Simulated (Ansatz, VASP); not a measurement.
## NbRu3C in VASP and in Ansatz

```
CELL_PARAMETERS angstrom
4.09206 0.00000 0.00000
0.00000 4.09206 0.00000
0.00000 0.00000 4.09206
ATOMIC_POSITIONS crystal
Ru 0.50000 0.50000 0.00000
Ru 0.50000 0.00000 0.50000
Ru 0.00000 0.50000 0.50000
Nb 0.00000 0.00000 0.00000
C 0.50000 0.50000 0.50000
```

Alike in both runs: task single point; functional PBE; k mesh 7 × 7 × 7; occupations fermi-dirac, width 0.05 eV; no spin polarisation.

|  | VASP | Ansatz |
| --- | --- | --- |
| version | VASP 6.6.1 | Ansatz 0.2.0 |
| potentials or method | VASP PAW PBE potentials, release 64 (Ru_pv, Nb_sv, C) | Ansatz PAW |
| plane-wave cutoff (eV) | 520 | 420 |
| valence electrons in the cell | 59 | 65 |

```csv
,VASP,Ansatz,Ansatz less VASP
gap on the k mesh at the Fermi level (eV),none,none,-
pressure (GPa),-8.5,-8.4,+0.13
```

A gap of «none» marks a metal or a gap that the smearing closes. With one functional, cell and mesh, what is left measures potentials, basis and numerics. VASP's potentials hold 59 valence electrons a cell and Ansatz's 65, so a difference there can come from the potentials and not from the codes.
